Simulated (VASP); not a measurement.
# Cd (Fd-3m) in VASP: single point with PBE

Aim: the single point of Cd with PBE.

Everything below comes from runs of VASP 6.6.1. Logs are shortened: lines on timing, memory, paths and dates and some standing lists are left out, and cuts for length are marked.

**1. The cell of the first run**

It takes space group Fd-3m (No. 227, cubic). Conventional cell: a = 5.378 Å, b = 5.378 Å, c = 5.378 Å, α = 90.00°, β = 90.00°, γ = 90.00°. Within 3.1 Å of Cd (site symmetry -43m) lie 4 Cd at 2.33 Å.

This isn't the form of Cd at room conditions, which is hcp.

**2. Single point, PBE (19.44 Å³/atom)**

Input file POSCAR:

```
Cd
1.0
    0.0000000000      2.6888564781      2.6888564781
    2.6888564781      0.0000000000      2.6888564781
    2.6888564781      2.6888564781      0.0000000000
Cd
2
Direct
   -0.1250000000     -0.1250000000     -0.1250000000
    0.1250000000      0.1250000000      0.1250000000
```

Input file INCAR.step1:

```
SYSTEM = Cd
  ALGO = Normal
  EDIFF = 1E-7
  ENCUT = 520
  GGA = PE
  ISIF = 2
  ISMEAR = -1
  LASPH = .TRUE.
  LCHARG = .TRUE.
  LREAL = .FALSE.
  LWAVE = .FALSE.
  NBANDS = 19
  NELM = 100
  PREC = Accurate
  SIGMA = 0.08
```

Input file KPOINTS.step1:

```
k-points
0
G
  12 12 12
  0 0 0
```

Input file INCAR.step2:

```
SYSTEM = Cd
  ALGO = Normal
  EDIFF = 1E-7
  ENCUT = 520
  GGA = PE
  ICHARG = 11
  ISIF = 2
  ISMEAR = -5
  LASPH = .TRUE.
  LCHARG = .FALSE.
  LORBIT = 10
  LREAL = .FALSE.
  LWAVE = .FALSE.
  NEDOS = 1001
  NELM = 100
  PREC = Accurate
  SIGMA = 0.08
```

Input file KPOINTS.step2:

```
k-points
0
G
  18 18 18
  0 0 0
```

Potentials or basis: VASP PAW PBE potentials, release 64 (Cd).

The run is started by

```sh
cat potpaw_PBE.64/Cd/POTCAR > POTCAR
cp INCAR.step1 INCAR
cp KPOINTS.step1 KPOINTS
mpirun -np 1 vasp_std > vasp.out
cp INCAR.step2 INCAR
cp KPOINTS.step2 KPOINTS
mpirun -np 1 vasp_std > vasp.out
```

OUTCAR:

```text
SYSTEM = Cd
   EDIFF = 1E-7
   ENCUT = 520
   GGA = PE
   ICHARG = 11
   ISIF = 2
   ISMEAR = -5
   LASPH = .TRUE.
   LORBIT = 10
   LREAL = .FALSE.
   NELM = 100
   PREC = Accurate

 ion  position               nearest neighbor table
   1  0.875  0.875  0.875-   2 2.33   2 2.33   2 2.33   2 2.33
   2  0.125  0.125  0.125-   1 2.33   1 2.33   1 2.33   1 2.33

  LATTYP: Found a face centered cubic cell.
 ALAT       =     5.3777129562

  Lattice vectors:

 A1 = (   0.0000000000,   2.6888564781,   2.6888564781)
 A2 = (   2.6888564781,   0.0000000000,   2.6888564781)
 A3 = (   2.6888564781,   2.6888564781,   0.0000000000)

Analysis of symmetry for initial positions (statically):
=====================================================================
 Subroutine PRICEL returns:
 Original cell was already a primitive cell.

 Routine SETGRP: Setting up the symmetry group for a
 face centered cubic supercell.

 Subroutine GETGRP returns: Found 48 space group operations
 (whereof 12 operations were pure point group operations)
 out of a pool of 48 trial point group operations.

The static configuration has the point symmetry D_3d.
 The point group associated with its full space group is O_h .

Analysis of symmetry for dynamics (positions and initial velocities):
=====================================================================
 Subroutine PRICEL returns:
 Original cell was already a primitive cell.

 Routine SETGRP: Setting up the symmetry group for a
 face centered cubic supercell.

 Subroutine GETGRP returns: Found 48 space group operations
 (whereof 12 operations were pure point group operations)
 out of a pool of 48 trial point group operations.

The dynamic configuration has the point symmetry D_3d.
 The point group associated with its full space group is O_h .

 Subroutine INISYM returns: Found 48 space group operations
 (whereof 12 operations are pure point group operations),
 and found     1 'primitive' translations

----------------------------------------------------------------------------------------

                                     Primitive cell

  volume of cell :      38.8806

  direct lattice vectors                    reciprocal lattice vectors
     0.000000000  2.688856478  2.688856478    -0.185952655  0.185952655  0.185952655
     2.688856478  0.000000000  2.688856478     0.185952655 -0.185952655  0.185952655
     2.688856478  2.688856478  0.000000000     0.185952655  0.185952655 -0.185952655

  length of vectors
     3.802617299  3.802617299  3.802617299     0.322079446  0.322079446  0.322079446

  position of ions in fractional coordinates (direct lattice)
     0.875000000  0.875000000  0.875000000
     0.125000000  0.125000000  0.125000000

  ion indices of the primitive-cell ions
   primitive index   ion index
                 1           1
                 2           2

----------------------------------------------------------------------------------------

 KPOINTS: k-points

Automatic generation of k-mesh.
 Grid dimensions read from file:
 generate k-points for:   18   18   18

 Generating k-lattice:

  Cartesian coordinates                     Fractional coordinates (reciprocal lattice)
    -0.010330703  0.010330703  0.010330703     0.055555556  0.000000000  0.000000000
     0.010330703 -0.010330703  0.010330703     0.000000000  0.055555556  0.000000000
     0.010330703  0.010330703 -0.010330703     0.000000000  0.000000000  0.055555556

  Length of vectors
     0.017893303  0.017893303  0.017893303

  Shift w.r.t. Gamma in fractional coordinates (k-lattice)
     0.000000000  0.000000000  0.000000000

 TETIRR: Found    806 inequivalent tetrahedra from    34992

 Subroutine IBZKPT returns following result:
 ===========================================

 Found    195 irreducible k-points:

 Following reciprocal coordinates:
            Coordinates               Weight
  0.000000  0.000000  0.000000      1.000000
  0.055556  0.000000  0.000000      8.000000
  0.111111  0.000000  0.000000      8.000000
  0.166667  0.000000  0.000000      8.000000
  0.222222  0.000000  0.000000      8.000000
  0.277778  0.000000  0.000000      8.000000
[... 16 lines left out ...]
 -0.277778  0.055556  0.000000     24.000000
 -0.222222  0.055556  0.000000     24.000000
 [... further k-points ...]
   k-points           NKPTS =    195   k-points in BZ     NKDIM =    195   number of bands    NBANDS=     16
   number of dos      NEDOS =   1001   number of ions     NIONS =      2
   total plane-waves  NPLWV =  21952
   dimension x,y,z NGX =    28 NGY =   28 NGZ =   28
   dimension x,y,z NGXF=    56 NGYF=   56 NGZF=   56
   ions per type =               2
   NGX,Y,Z   is equivalent  to a cutoff of  12.24, 12.24, 12.24 a.u.
   NGXF,Y,Z  is equivalent  to a cutoff of  24.48, 24.48, 24.48 a.u.
 SYSTEM =  Cd
   PREC   = accura    normal or accurate (medium, high low for compatibility)
   ISTART =      0    job   : 0-new  1-cont  2-samecut
   ICHARG =     11    charge: 1-file 2-atom 10-const
   ISPIN  =      1    spin polarized calculation?
   LNONCOLLINEAR =      F non collinear calculations
   LSORBIT =      F    spin-orbit coupling
   LASPH  =      T    aspherical Exc in radial PAW
   ENCUT  =  520.0 eV  38.22 Ry    6.18 a.u.   7.07  7.07  7.07*2*pi/ulx,y,z
   NELM   =    100;   NELMIN=  2; NELMDL=  0     # of ELM steps
   EDIFF  = 0.1E-06   stopping-criterion for ELM
   LREAL  =      F    real-space projection
   EDIFFG = 0.1E-05   stopping-criterion for IOM
   NSW    =      0    number of steps for IOM
   IBRION =     -1    ionic relax: 0-MD 1-quasi-New 2-CG
   NFREE  =      0    steps in history (QN), initial steepest desc. (CG)
   ISIF   =      2    stress and relaxation
   ISYM   =      2    0-nonsym 1-usesym 2-fastsym
   POTIM  = 0.5000    time-step for ionic-motion
   TEBEG  =    0.0;   TEEND  =   0.0 temperature during run
   PSTRESS=    0.0 pullay stress
   NELECT =      24.0000    total number of electrons
   NUPDOWN=      -1.0000    fix difference up-down
   EMIN   =  10.00;   EMAX   =-10.00  energy-range for DOS
   EFERMI =   0.00;   METHOD = LEGACY
   ISMEAR =    -5;   SIGMA  =   0.08  broadening in eV -4-tet -1-fermi 0-gaus
   EFERMI_NEDOS =   21; number of points for ismear=-14 and -15
   IALGO  =     38    algorithm
   IMIX   =      4    mixing-type and parameters
     AMIX     =   0.40;   BMIX     =  1.00
     AMIX_MAG =   1.60;   BMIX_MAG =  1.00
  volume/ion in A,a.u.               =      19.44       131.19
  Fermi-wavevector in a.u.,A,eV,Ry     =   1.393909  2.634105 26.435863  1.942981
  Thomas-Fermi vector in A             =   2.517509
   LORBIT       =     10    0 simple, 1 ext, 2 COOP (PROOUT), +10 PAW based schemes
   GGA     = PE    functional components
   LHFCALC =     F    Hartree Fock is set to
   AEXX    =    0.0000 exact exchange contribution
   IVDW    =     0    specifies the selected vdW correction
   LEPSILON=     F    determine dielectric tensor
   LRPA    =     F    only Hartree local field effects (RPA)
 non-spin polarized calculation
 Fermi weights with tetrahedron method with Bloechl corrections
  energy-cutoff  :      520.00
  volume of cell :       38.88
 maximum number of plane-waves:      1063

 number of electron      24.0000017 magnetization

 Free energy of the ion-electron system (eV)
  ---------------------------------------------------
  ext. energy  EPLUGINS =         0.00000000
  ---------------------------------------------------
  free energy    TOTEN  =         2.85320405 eV

  energy without entropy =        2.85320405  energy(sigma->0) =        2.85320405

 E-fermi :   3.7718     XC(G=0): -11.3344

 val. band max:        3.7843250882   @ k =  -0.3333   0.3333   0.1667
 cond. band min:       3.7409063907   @ k =  -0.4444   0.4444   0.0000
 fundamental gap:     -0.0434186975
 Fermi energy:         3.7717810727

 k-point     1 :       0.0000    0.0000    0.0000
  band No.  band energies     occupation
      1      -7.6044      2.00000
      2      -7.6044      2.00000
      3      -7.5955      2.00000
      4      -7.5955      2.00000
      5      -7.5955      2.00000
      6      -6.1283      2.00000
[... 8 lines left out ...]
     15      12.3957      0.00000
     16      12.3957      0.00000

 k-point     2 :       0.0556    0.0000    0.0000
  band No.  band energies     occupation
      1      -7.6885      2.00000
      2      -7.6885      2.00000
      3      -7.5938      2.00000
      4      -7.5006      2.00000
      5      -7.5006      2.00000
      6      -6.0974      2.00000
[... 8 lines left out ...]
     15      12.8392      0.00000
     16      12.8742      0.00000

 k-point     3 :       0.1111    0.0000    0.0000
  band No.  band energies     occupation
      1      -7.7592      2.00000
      2      -7.7592      2.00000
      3      -7.5898      2.00000
      4      -7.4000      2.00000
      5      -7.4000      2.00000
      6      -6.0326      2.00000
[... 8 lines left out ...]
     15      12.7187      0.00000
     16      13.5319      0.00000

 k-point     4 :       0.1667    0.0000    0.0000
  band No.  band energies     occupation
      1      -7.8084      2.00000
      2      -7.8084      2.00000
      3      -7.5856      2.00000
      4      -7.3100      2.00000
      5      -7.3100      2.00000
      6      -6.0034      2.00000
[... 8 lines left out ...]
     15      12.5215      0.00000
     16      13.9943      0.00000

 k-point     5 :       0.2222    0.0000    0.0000
  band No.  band energies     occupation
      1      -7.8344      2.00000
      2      -7.8343      2.00000
      3      -7.5822      2.00000
      4      -7.2434      2.00000
      5      -7.2434      2.00000
      6      -6.0368      2.00000
[... 8 lines left out ...]
     15      12.3400      0.00000
     16      13.9563      0.00000

 k-point     6 :       0.2778    0.0000    0.0000
  band No.  band energies     occupation
      1      -7.8377      2.00000
      2      -7.8377      2.00000
      3      -7.5794      2.00000
      4      -7.2098      2.00000
      5      -7.2098      2.00000
      6      -6.1052      2.00000
[... 8 lines left out ...]
     15      12.1878      0.00000
     16      13.6680      0.00000
[... 267 lines left out ...]
 k-point    21 :      -0.3889    0.0556    0.0000
  band No.  band energies     occupation
      1      -7.8379      2.00000
      2      -7.7930      2.00000
      3      -7.5278      2.00000
      4      -7.2792      2.00000
      5      -7.1605      2.00000
      6      -6.2736      2.00000
[... 8 lines left out ...]
     15      11.7170      0.00000
     16      13.0799      0.00000

 k-point    22 :      -0.3333    0.0556    0.0000
  band No.  band energies     occupation
      1      -7.8757      2.00000
      2      -7.7874      2.00000
      3      -7.5527      2.00000
      4      -7.2669      2.00000
      5      -7.1223      2.00000
      6      -6.2141      2.00000
[... 8 lines left out ...]
     15      11.9142      0.00000
     16      13.1349      0.00000

 k-point    23 :      -0.2778    0.0556    0.0000
  band No.  band energies     occupation
      1      -7.8996      2.00000
      2      -7.7829      2.00000
      3      -7.5761      2.00000
      4      -7.2620      2.00000
      5      -7.1118      2.00000
      6      -6.1421      2.00000
[... 8 lines left out ...]
     15      12.1567      0.00000
     16      13.2625      0.00000

 k-point    24 :      -0.2222    0.0556    0.0000
  band No.  band energies     occupation
      1      -7.9034      2.00000
      2      -7.7726      2.00000
      3      -7.5923      2.00000
      4      -7.2814      2.00000
      5      -7.1396      2.00000
      6      -6.0709      2.00000
[... 8 lines left out ...]
     15      12.4280      0.00000
     16      13.4086      0.00000

 [... further k-points ...]

------------------------ aborting loop because EDIFF is reached ----------------------------------------

  FORCE on cell =-STRESS in cart. coord.  units (eV):
  Direction    XX          YY          ZZ          XY          YZ          ZX
  --------------------------------------------------------------------------------------
  -------------------------------------------------------------------------------------
  Total       16.0702273     16.0702273     16.0702273      0.0000000      0.0000000     -0.0000000
  in kB      662.2161095    662.2161095    662.2161095      0.0000000      0.0000000     -0.0000000
  external PRESSURE =     662.2161095 kB  Pullay stress =       0.0000000 kB

 VOLUME and BASIS-vectors are now :
 -----------------------------------------------------------------------------
  energy-cutoff  :      520.00
  volume of cell :       38.88
      direct lattice vectors                 reciprocal lattice vectors
     0.000000000  2.688856478  2.688856478    -0.185952655  0.185952655  0.185952655
     2.688856478  0.000000000  2.688856478     0.185952655 -0.185952655  0.185952655
     2.688856478  2.688856478  0.000000000     0.185952655  0.185952655 -0.185952655

 POSITION                                       TOTAL-FORCE (eV/Angst)
 -----------------------------------------------------------------------------------
      4.70550      4.70550      4.70550        -0.000000     -0.000000     -0.000000
      0.67221      0.67221      0.67221         0.000000      0.000000      0.000000
 -----------------------------------------------------------------------------------
    total drift:                                0.000000     -0.000000     -0.000000

  FREE ENERGIE OF THE ION-ELECTRON SYSTEM (eV)
  ---------------------------------------------------
  free  energy   TOTEN  =         2.8532040532 eV

  energy  without entropy=        2.8532040532  energy(sigma->0) =        2.85320405

 total charge

# of ion       s       p       d       tot
------------------------------------------
    1        0.738   0.505   9.548  10.790
    2        0.738   0.505   9.548  10.790
--------------------------------------------------
tot          1.475   1.010  19.095  21.581
```

Wall time 1.7 min (1 thread of Intel Xeon Platinum 8259CL at 2.50GHz (Skylake/Cascade Lake), shared host); peak memory 0.22 GiB.

Results:

| Property | Result |
| --- | --- |
| Valence electrons inside the program's atomic spheres | Cd 10.79 |

Levels at points of the mesh, in eV from the Fermi level:
| k point | band 8 | band 9 | band 10 | band 11 | band 12 | band 13 | band 14 | band 15 | band 16 |
| --- | --- | --- | --- | --- | --- | --- | --- | --- | --- |
| (0.00, 0.00, 0.00) | -9.30 | -9.30 | -8.46 | -8.46 | 8.06 | 8.06 | 8.06 | 8.62 | 8.62 |
| (0.50, 0.00, 0.00) | -9.18 | -8.51 | -8.51 | -4.83 | -4.58 | 4.72 | 4.72 | 8.15 | 9.18 |
| (0.50, 0.50, 0.00) | -9.56 | -8.34 | -8.34 | -3.36 | -3.36 | 0.89 | 0.89 | 5.72 | 5.72 |
